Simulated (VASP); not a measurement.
Write the native input for VASP 6.6.1 that does the following.

```
Task                   : single point
Functional             : PBE
Potentials or basis    : VASP PAW PBE potentials, release 64 (Si, O)
Cutoff                 : 600 eV
k mesh                 : 2 × 2 × 6
Occupations            : gaussian, width 0.1 eV
Spin                   : collinear spin, ferromagnetic start
Starting moments       : [0.0, 0.0, 0.0, 0.0, 0.0, 0.0, 1.0, 1.0, 1.0, 1.0, 1.0, 1.0, 1.0, 1.0, 1.0, 1.0, 1.0, 1.0, 1.0, 1.0, 1.0, 1.0] μB
Dipole correction      : no
Further INCAR settings : ALGO = Normal; EDIFF = 1e-06; NBANDS = 81
```

The structure of Si3O8 lies in POSCAR:

```
Si3O8
1.0
    8.7174323697      0.0000000000      0.0000000000
    0.0000000000      8.7174323697      0.0000000000
    0.0000000000      0.0000000000      3.4695923514
Si O
6 16
Direct
    0.5000000000      0.5000000000      0.0000000000
    0.0000000000      0.0000000000      0.0000000000
    0.8647992647      0.6352007353      0.0000000000
    0.1352007353      0.3647992647      0.0000000000
    0.6352007353      0.1352007353      0.0000000000
    0.3647992647      0.8647992647      0.0000000000
    0.5000000000      0.5000000000      0.5000000000
    0.6805688735      0.5906485118      0.0000000000
    0.3194311265      0.4093514882      0.0000000000
    0.5906485118      0.3194311265      0.0000000000
    0.4093514882      0.6805688735      0.0000000000
    0.0000000000      0.0000000000      0.5000000000
    0.9093514882      0.8194311265      0.0000000000
    0.0906485118      0.1805688735      0.0000000000
    0.8194311265      0.0906485118      0.0000000000
    0.1805688735      0.9093514882      0.0000000000
    0.8636465446      0.6363534554      0.5000000000
    0.0000000000      0.5000000000      0.0000000000
    0.1363534554      0.3636465446      0.5000000000
    0.6363534554      0.1363534554      0.5000000000
    0.5000000000      0.0000000000      0.0000000000
    0.3636465446      0.8636465446      0.5000000000
```

The cell was built from a structure type or drawn by symmetry, and may not be a known phase.

These files were run (other wordings do the same):

INCAR

```
SYSTEM = Si3O8
  PREC = Accurate
  ENCUT = 600
  EDIFF = 1E-6
  ISMEAR = 0
  SIGMA = 0.1
  LREAL = .FALSE.
  LASPH = .TRUE.
  NELM = 200
  ALGO = Normal
  ISIF = 2
  LWAVE = .FALSE.
  LCHARG = .TRUE.
  ISPIN = 2
  MAGMOM = 0 0 0 0 0 0 1 1 1 1 1 1 1 1 1 1 1 1 1 1 1 1
  LORBIT = 11
  GGA = PE
  LELF = .TRUE.
  LVHAR = .TRUE.
  NBANDS = 81
  GGA_COMPAT = .FALSE.
```

KPOINTS

```
Automatic mesh
0
G
  2 2 6
  0 0 0
```

Potentials or basis: VASP PAW PBE potentials, release 64 (Si, O).

The run is started by

```bash
$ cat potpaw_PBE.64/Si/POTCAR potpaw_PBE.64/O/POTCAR > POTCAR
$ mpirun -np 1 vasp_std > vasp.out
```

Results of the run:

```yaml
Pressure: -0.2 GPa
Largest_force: 0.039 eV/Å
Net_moment: 7.24 μB per cell
Site_moments: Si -0.02; O +0.46, +0.37, +0.50, +0.24 (each value once) μB
Valence_electrons_inside_the_program's_atomic_spheres: Si 1.41, 1.53 (each value once); O 5.05, 5.09, 5.04, 5.15 (each value once)
```

Caveat: the k points lie up to 0.36 Å⁻¹ apart.

It took 7.2 min on 1 thread of Intel(R) Xeon(R) 6975P-C (Granite Rapids), on a shared host, peak memory 0.72 GiB.
